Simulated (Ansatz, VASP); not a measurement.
**One calculation of Ta4C3, two programs**

INCAR

```
SYSTEM = Ta4C3
PREC     = Accurate       ! precision mode
ENCUT    = 520            ! plane-wave cutoff, eV
EDIFF    = 1E-6           ! SCF threshold, eV
ISMEAR   = 0              ! smearing method
SIGMA    = 0.15           ! smearing width, eV
LREAL    = .FALSE.        ! projectors in reciprocal space
LASPH    = .TRUE.         ! aspherical terms in the spheres
NELM     = 60             ! most SCF steps
ALGO     = Normal         ! electronic algorithm
ISIF     = 2              ! what is computed and relaxed
LWAVE    = .FALSE.        ! write WAVECAR
LCHARG   = .TRUE.         ! write CHGCAR
GGA      = PS             ! functional
LELF     = .TRUE.         ! ELF
LVHAR    = .TRUE.       
NBANDS   = 37             ! bands
```

Contents of KPOINTS:

```
regular mesh
0
G
  14 14 4
  0 0 0
```

The input POSCAR:

```
Ta4C3
1.0
   -3.1032734570      0.0000000000      0.0000000000
   -1.5516367285     -2.6875136487      0.0000000000
    0.0001551637      0.0000895838     10.1645109918
Ta C
4 3
Direct
    0.3102563122      0.3102563122      0.1893666186
    0.3102814212      0.3102814212      0.9426348013
   -0.0230600632     -0.0230600632      0.6981042887
    0.6435984147      0.6435984147      0.4524423133
    0.3102692344      0.3102692344      0.5770305159
    0.9769185767      0.9769185767      0.0573012258
   -0.0230725710     -0.0230725710      0.3228702664
```

Input for Ansatz:

```yaml
crystal:
  lattice:
    - [-3.103273457, 0.0, 0.0]
    - [-1.5516367285, -2.6875136487, 0.0]
    - [0.0001551637, 8.95838e-05, 10.1645109918]
  atoms:
    - { symbol: Ta, position: [0.3102563122, 0.3102563122, 0.1893666186] }
    - { symbol: Ta, position: [0.3102814212, 0.3102814212, 0.9426348013] }
    - { symbol: Ta, position: [-0.0230600632, -0.0230600632, 0.6981042887] }
    - { symbol: Ta, position: [0.6435984147, 0.6435984147, 0.4524423133] }
    - { symbol: C, position: [0.3102692344, 0.3102692344, 0.5770305159] }
    - { symbol: C, position: [0.9769185767, 0.9769185767, 0.0573012258] }
    - { symbol: C, position: [-0.023072571, -0.023072571, 0.3228702664] }
basis:
  ecutwfc: 420
kpoints:
  mp_grid: { grid: [14, 14, 4] }
hamiltonian:
  xc: pbesol
scf:
  occupations: { method: gaussian, width: 0.15 }
output:
  forces: true
  stress: true
  eigenvalues: true
```

Alike in both runs: task single point; functional PBEsol; k mesh 14 × 14 × 4; occupations gaussian, width 0.15 eV; no spin polarisation.

```csv
,VASP,Ansatz
version,VASP 6.6.1,Ansatz 0.2.0
potentials or method,"VASP PAW PBE potentials, release 64 (Ta_pv, C), cutoff 520 eV","scalar-relativistic, plane waves, PAW"
valence electrons in the cell,56,64
```

|  | VASP | Ansatz | Ansatz less VASP |
| --- | --- | --- | --- |
| gap on the k mesh at the Fermi level (eV) | none | none | - |
| pressure (GPa) | 8.3 | 7.5 | -0.77 |
| traceless stress, the component that is largest in VASP (GPa) | 17.93 | 17.87 | -0.059 |
| rms of the force components (eV/Å) | 1.698 | 1.688 | -0.0100 |

VASP's potentials were made for PBE, not for PBEsol. Atom by atom the forces differ by 0.015 eV/Å (rms over components). A gap of «none» marks a metal or a gap that the smearing closes. VASP's potentials hold 56 valence electrons a cell and Ansatz's 64, so a difference there can come from the potentials and not from the codes.

Neither program's run includes spin-orbit coupling.
